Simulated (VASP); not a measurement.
# Ir (Im-3m) in VASP: further runs

Runs on Ir. Level: PBE. Tasks: single point.

Program: VASP 6.6.1. These are calculated values, not measurements. Logs are shortened: lines on timing, memory, paths and dates and some standing lists are left out, and cuts for length are marked.

**1. The cell of the first run**

The structure is cubic, space group Im-3m (No. 229). The conventional cell has a = 3.112 Å, b = 3.112 Å, c = 3.112 Å, α = 90.00°, β = 90.00°, γ = 90.00°. Ir (site symmetry m-3m) has 14 Ir at 2.69 to 3.11 Å within 3.6 Å.

**2. Single point, PBE**

The input, INCAR:

```
PREC = Accurate ; ENCUT = 500
EDIFF = 1E-6 ; ISMEAR = -1
SIGMA = 0.1 ; LREAL = False
LASPH = True ; NELM = 120
ALGO = Normal ; ISIF = 2
LWAVE = False ; LCHARG = False
GGA = PE ; NBANDS = 10
GGA_COMPAT = False
```

The input, KPOINTS:

```
regular mesh
0
Gamma
  14 14 14
```

The input, POSCAR:

```
Ir
1.0
   -1.5557685081      1.5557685081      1.5557685081
    1.5557685081     -1.5557685081      1.5557685081
    1.5557685081      1.5557685081     -1.5557685081
Ir
1
Direct
    0.0000000000      0.0000000000      0.0000000000
```

Potentials or basis: VASP PAW PBE potentials, release 64 (Ir).

On the command line:

```console
$ cat potpaw_PBE.64/Ir/POTCAR > POTCAR
$ mpirun -np 1 vasp_std > vasp.out
```

OUTCAR:

```text
PREC = Accurate
   ENCUT = 500
   EDIFF = 1E-6
   ISMEAR = -1
   LREAL = False
   LASPH = True
   NELM = 120
   ISIF = 2
   GGA = PE

 ion  position               nearest neighbor table
   1  0.000  0.000  0.000-

  LATTYP: Found a body centered cubic cell.
 ALAT       =     3.1115370162

  Lattice vectors:

 A1 = (  -1.5557685081,   1.5557685081,   1.5557685081)
 A2 = (   1.5557685081,  -1.5557685081,   1.5557685081)
 A3 = (   1.5557685081,   1.5557685081,  -1.5557685081)

Analysis of symmetry for initial positions (statically):
=====================================================================
 Subroutine PRICEL returns:
 Original cell was already a primitive cell.

 Routine SETGRP: Setting up the symmetry group for a
 body centered cubic supercell.

 Subroutine GETGRP returns: Found 48 space group operations
 (whereof 48 operations were pure point group operations)
 out of a pool of 48 trial point group operations.

The static configuration has the point symmetry O_h .

Analysis of symmetry for dynamics (positions and initial velocities):
=====================================================================
 Subroutine PRICEL returns:
 Original cell was already a primitive cell.

 Routine SETGRP: Setting up the symmetry group for a
 body centered cubic supercell.

 Subroutine GETGRP returns: Found 48 space group operations
 (whereof 48 operations were pure point group operations)
 out of a pool of 48 trial point group operations.

The dynamic configuration has the point symmetry O_h .

 Subroutine INISYM returns: Found 48 space group operations
 (whereof 48 operations are pure point group operations),
 and found     1 'primitive' translations

----------------------------------------------------------------------------------------

                                     Primitive cell

  volume of cell :      15.0624

  direct lattice vectors                    reciprocal lattice vectors
    -1.555768508  1.555768508  1.555768508     0.000000000  0.321384575  0.321384575
     1.555768508 -1.555768508  1.555768508     0.321384575  0.000000000  0.321384575
     1.555768508  1.555768508 -1.555768508     0.321384575  0.321384575  0.000000000

  length of vectors
     2.694670101  2.694670101  2.694670101     0.454506424  0.454506424  0.454506424

  position of ions in fractional coordinates (direct lattice)
     0.000000000  0.000000000  0.000000000

  ion indices of the primitive-cell ions
   primitive index   ion index
                 1           1

----------------------------------------------------------------------------------------

 KPOINTS: regular mesh

Automatic generation of k-mesh.
 Grid dimensions read from file:
 generate k-points for:   14   14   14

 Generating k-lattice:

  Cartesian coordinates                     Fractional coordinates (reciprocal lattice)
     0.000000000  0.022956041  0.022956041     0.071428571  0.000000000  0.000000000
     0.022956041  0.000000000  0.022956041     0.000000000  0.071428571  0.000000000
     0.022956041  0.022956041  0.000000000     0.000000000  0.000000000  0.071428571

  Length of vectors
     0.032464745  0.032464745  0.032464745

  Shift w.r.t. Gamma in fractional coordinates (k-lattice)
     0.000000000  0.000000000  0.000000000

 Subroutine IBZKPT returns following result:
 ===========================================

 Found    104 irreducible k-points:

 Following reciprocal coordinates:
            Coordinates               Weight
  0.000000  0.000000  0.000000      1.000000
  0.071429  0.000000  0.000000     12.000000
  0.142857  0.000000  0.000000     12.000000
  0.214286  0.000000  0.000000     12.000000
  0.285714  0.000000  0.000000     12.000000
  0.357143  0.000000  0.000000     12.000000
[... 16 lines left out ...]
  0.285714  0.285714  0.000000     24.000000
  0.357143  0.285714  0.000000     24.000000
 [... further k-points ...]
   k-points           NKPTS =    104   k-points in BZ     NKDIM =    104   number of bands    NBANDS=     10
   number of dos      NEDOS =    301   number of ions     NIONS =      1
   total plane-waves  NPLWV =   8000
   dimension x,y,z NGX =    20 NGY =   20 NGZ =   20
   dimension x,y,z NGXF=    40 NGYF=   40 NGZF=   40
   ions per type =               1
   NGX,Y,Z   is equivalent  to a cutoff of  12.34, 12.34, 12.34 a.u.
   NGXF,Y,Z  is equivalent  to a cutoff of  24.68, 24.68, 24.68 a.u.
 SYSTEM =  unknown system
   PREC   = accura    normal or accurate (medium, high low for compatibility)
   ISTART =      0    job   : 0-new  1-cont  2-samecut
   ICHARG =      2    charge: 1-file 2-atom 10-const
   ISPIN  =      1    spin polarized calculation?
   LNONCOLLINEAR =      F non collinear calculations
   LSORBIT =      F    spin-orbit coupling
   LASPH  =      T    aspherical Exc in radial PAW
   ENCUT  =  500.0 eV  36.75 Ry    6.06 a.u.   4.91  4.91  4.91*2*pi/ulx,y,z
   NELM   =    120;   NELMIN=  2; NELMDL= -5     # of ELM steps
   EDIFF  = 0.1E-05   stopping-criterion for ELM
   LREAL  =      F    real-space projection
   EDIFFG = 0.1E-04   stopping-criterion for IOM
   NSW    =      0    number of steps for IOM
   IBRION =     -1    ionic relax: 0-MD 1-quasi-New 2-CG
   NFREE  =      0    steps in history (QN), initial steepest desc. (CG)
   ISIF   =      2    stress and relaxation
   ISYM   =      2    0-nonsym 1-usesym 2-fastsym
   POTIM  = 0.5000    time-step for ionic-motion
   TEBEG  =    0.0;   TEEND  =   0.0 temperature during run
   PSTRESS=    0.0 pullay stress
   NELECT =       9.0000    total number of electrons
   NUPDOWN=      -1.0000    fix difference up-down
   EMIN   =  10.00;   EMAX   =-10.00  energy-range for DOS
   EFERMI =   0.00;   METHOD = LEGACY
   ISMEAR =    -1;   SIGMA  =   0.10  broadening in eV -4-tet -1-fermi 0-gaus
   EFERMI_NEDOS =   21; number of points for ismear=-14 and -15
   IALGO  =     38    algorithm
   IMIX   =      4    mixing-type and parameters
     AMIX     =   0.40;   BMIX     =  1.00
     AMIX_MAG =   1.60;   BMIX_MAG =  1.00
  volume/ion in A,a.u.               =      15.06       101.65
  Fermi-wavevector in a.u.,A,eV,Ry     =   1.378872  2.605691 25.868602  1.901289
  Thomas-Fermi vector in A             =   2.503894
   LORBIT       =      0    0 simple, 1 ext, 2 COOP (PROOUT), +10 PAW based schemes
   GGA     = PE    functional components
   LHFCALC =     F    Hartree Fock is set to
   AEXX    =    0.0000 exact exchange contribution
   IVDW    =     0    specifies the selected vdW correction
   LEPSILON=     F    determine dielectric tensor
   LRPA    =     F    only Hartree local field effects (RPA)
 non-spin polarized calculation
  energy-cutoff  :      500.00
  volume of cell :       15.06
 maximum number of plane-waves:       394
   NGX =  9   NGY =  9   NGZ =  9

 number of electron       9.0000002 magnetization

 Free energy of the ion-electron system (eV)
  ---------------------------------------------------
  ext. energy  EPLUGINS =         0.00000000
  ---------------------------------------------------
  free energy    TOTEN  =        -8.25837203 eV

  energy without entropy =       -8.18560571  energy(sigma->0) =       -8.22198887

 E-fermi :   9.1314     XC(G=0): -13.5985

 val. band max:        9.1260560453   @ k =   0.2857   0.1429   0.0000
 cond. band min:       9.1342572243   @ k =   0.5000   0.0000   0.0000
 fundamental gap:      0.0082011790
 Fermi energy:         9.1313708190

 k-point     1 :       0.0000    0.0000    0.0000
  band No.  band energies     occupation
      1      -1.0943      2.00000
      2       5.7340      2.00000
      3       5.7340      2.00000
      4       5.7340      2.00000
      5       8.6306      1.98671
      6       8.6306      1.98671
      7      26.0623      0.00000
      8      26.0623      0.00000
      9      26.0623      0.00000
     10      36.5363      0.00000

 k-point     2 :       0.0714    0.0000    0.0000
  band No.  band energies     occupation
      1      -0.8698      2.00000
      2       5.6329      2.00000
      3       5.7277      2.00000
      4       5.9299      2.00000
      5       8.4950      1.99656
      6       8.6377      1.98575
      7      26.1852      0.00000
      8      26.3319      0.00000
      9      26.4103      0.00000
     10      34.5119      0.00000

 k-point     3 :       0.1429    0.0000    0.0000
  band No.  band energies     occupation
      1      -0.2316      2.00000
      2       5.3601      2.00000
      3       5.6811      2.00000
      4       6.5040      2.00000
      5       8.2293      1.99976
      6       8.6651      1.98129
      7      26.3110      0.00000
      8      26.6677      0.00000
      9      27.4107      0.00000
     10      32.6259      0.00000

 k-point     4 :       0.2143    0.0000    0.0000
  band No.  band energies     occupation
      1       0.6857      2.00000
      2       4.9907      2.00000
      3       5.6081      2.00000
      4       7.4121      2.00000
      5       8.1000      1.99993
      6       8.7258      1.96593
      7      25.6520      0.00000
      8      25.7770      0.00000
      9      28.9451      0.00000
     10      32.2712      0.00000
[... 222 lines left out ...]
 k-point    22 :       0.3571    0.2143    0.0000
  band No.  band energies     occupation
      1       3.0996      2.00000
      2       4.3816      2.00000
      3       6.0997      2.00000
      4       8.4483      1.99784
      5       9.3755      0.16020
      6      14.3698      0.00000
      7      16.3771      0.00000
      8      20.9746      0.00000
      9      25.3027      0.00000
     10      32.1070      0.00000

 k-point    23 :       0.2857    0.2857    0.0000
  band No.  band energies     occupation
      1       3.3798      2.00000
      2       4.6058      2.00000
      3       5.5155      2.00000
      4       8.5570      1.99361
      5       9.1814      0.75480
      6      14.6164      0.00000
      7      16.9350      0.00000
      8      20.0908      0.00000
      9      25.8549      0.00000
     10      31.2911      0.00000

 k-point    24 :       0.3571    0.2857    0.0000
  band No.  band energies     occupation
      1       3.4414      2.00000
      2       4.7389      2.00000
      3       5.4390      2.00000
      4       8.7424      1.95993
      5       9.1635      0.84066
      6      15.5297      0.00000
      7      16.5372      0.00000
      8      18.9677      0.00000
      9      26.0393      0.00000
     10      31.8495      0.00000

 [... further k-points ...]

------------------------ aborting loop because EDIFF is reached ----------------------------------------

  FORCE on cell =-STRESS in cart. coord.  units (eV):
  Direction    XX          YY          ZZ          XY          YZ          ZX
  --------------------------------------------------------------------------------------
  -------------------------------------------------------------------------------------
  Total        0.0394203      0.0394203      0.0394203     -0.0000000      0.0000000     -0.0000000
  in kB        4.1931030      4.1931030      4.1931030     -0.0000000      0.0000000     -0.0000000
  external PRESSURE =       4.1931030 kB  Pullay stress =       0.0000000 kB

 VOLUME and BASIS-vectors are now :
 -----------------------------------------------------------------------------
  energy-cutoff  :      500.00
  volume of cell :       15.06
      direct lattice vectors                 reciprocal lattice vectors
    -1.555768508  1.555768508  1.555768508     0.000000000  0.321384575  0.321384575
     1.555768508 -1.555768508  1.555768508     0.321384575  0.000000000  0.321384575
     1.555768508  1.555768508 -1.555768508     0.321384575  0.321384575  0.000000000

 POSITION                                       TOTAL-FORCE (eV/Angst)
 -----------------------------------------------------------------------------------
      0.00000      0.00000      0.00000         0.000000      0.000000     -0.000000
 -----------------------------------------------------------------------------------
    total drift:                                0.000000     -0.000000      0.000000

  FREE ENERGIE OF THE ION-ELECTRON SYSTEM (eV)
  ---------------------------------------------------
  free  energy   TOTEN  =        -8.2583720272 eV

  energy  without entropy=       -8.1856057098  energy(sigma->0) =       -8.22198887
```

It took 26 s on 1 thread of Intel Xeon 8259CL, shared host; peak memory 0.14 GiB.

What came out:

```
Free energy : -8.2584 eV
Pressure    : 0.4 GPa
```

Caveat: spin-orbit coupling is left out, which moves the levels of the heavy elements.

**3. Single point, PBE (volume scaled by 0.92)**

The input, INCAR:

```
PREC     = Accurate       # precision mode
ENCUT    = 500            # plane-wave cutoff, eV
EDIFF    = 1E-6           # SCF threshold, eV
ISMEAR   = -1             # smearing method
SIGMA    = 0.1            # smearing width, eV
LREAL    = F              # projectors in reciprocal space
LASPH    = T              # aspherical terms in the spheres
NELM     = 120            # most SCF steps
ALGO     = Normal         # electronic algorithm
ISIF     = 2              # what is computed and relaxed
LWAVE    = F              # write WAVECAR
LCHARG   = T              # write CHGCAR
GGA      = PE             # functional
LELF     = T              # ELF
LVHAR    = T            
NBANDS   = 10             # bands
GGA_COMPAT= F
```

The input, KPOINTS:

```
regular mesh
0
Gamma
  16 16 16
```

The input, POSCAR:

```
Ir
1.0
   -1.5131230672      1.5131230672      1.5131230672
    1.5131230672     -1.5131230672      1.5131230672
    1.5131230672      1.5131230672     -1.5131230672
Ir
1
Direct
    0.0000000000      0.0000000000      0.0000000000
```

Potentials or basis: VASP PAW PBE potentials, release 64 (Ir).

On the command line:

```console
$ cat potpaw_PBE.64/Ir/POTCAR > POTCAR
$ mpirun -np 1 vasp_std > vasp.out
```

Run time: 40 s. Hardware: 1 thread of Intel Xeon 8259CL, shared host; peak memory 0.14 GiB.

Results (log left out):

```yaml
Free_energy: -8.1406 eV
Pressure: 32.4 GPa
```

Levels at points of the mesh, in eV from the Fermi level:
| k point | band 1 | band 2 | band 3 | band 4 | band 5 | band 6 | band 7 | band 8 | band 9 |
| --- | --- | --- | --- | --- | --- | --- | --- | --- | --- |
| (0.00, 0.00, 0.00) | -11.08 | -3.84 | -3.84 | -3.84 | -0.59 | -0.59 | 16.96 | 16.96 | 16.96 |
| (0.50, 0.00, 0.00) | -7.97 | -5.81 | -0.76 | -0.15 | -0.03 | 2.46 | 8.56 | 13.09 | 17.48 |
| (0.50, 0.50, 0.50) | -7.56 | -7.56 | 1.69 | 1.69 | 1.69 | 8.13 | 8.13 | 8.13 | 15.57 |

Caveat: spin-orbit coupling is left out, which moves the levels of the heavy elements.

**4. Single point, PBE (volume scaled by 0.96)**

The input, INCAR:

```
ALGO = Normal
EDIFF = 1E-6
ENCUT = 500
GGA = PE
GGA_COMPAT = F
ISIF = 2
ISMEAR = -1
LASPH = T
LCHARG = F
LREAL = F
LWAVE = F
NBANDS = 10
NELM = 120
PREC = Accurate
SIGMA = 0.1
```

The input, KPOINTS:

```
k-points
0
Gamma
  16 16 16
```

The input, POSCAR:

```
Ir
1.0
   -1.5347420318      1.5347420318      1.5347420318
    1.5347420318     -1.5347420318      1.5347420318
    1.5347420318      1.5347420318     -1.5347420318
Ir
1
Direct
    0.0000000000      0.0000000000      0.0000000000
```

On the command line:

```console
$ cat potpaw_PBE.64/Ir/POTCAR > POTCAR
$ mpirun -np 1 vasp_std > vasp.out
```

Wall time 39 s (1 thread of Intel Xeon 8259CL, shared host); peak memory 0.14 GiB.

Results (log left out):

```
Free energy : -8.2279 eV
Pressure    : 14.6 GPa
```

Levels at points of the mesh, in eV from the Fermi level:
| k point | band 2 | band 3 | band 4 | band 5 | band 6 | band 7 |
| --- | --- | --- | --- | --- | --- | --- |
| (0.00, 0.00, 0.00) | -3.60 | -3.60 | -3.60 | -0.54 | -0.54 | 16.96 |
| (0.50, 0.00, 0.00) | -5.45 | -0.71 | -0.07 | -0.03 | 2.29 | 8.06 |
| (0.50, 0.50, 0.50) | -7.08 | 1.57 | 1.57 | 1.57 | 7.96 | 7.96 |

Caveat: spin-orbit coupling is left out, which moves the levels of the heavy elements.

[end of part 1 of 2]
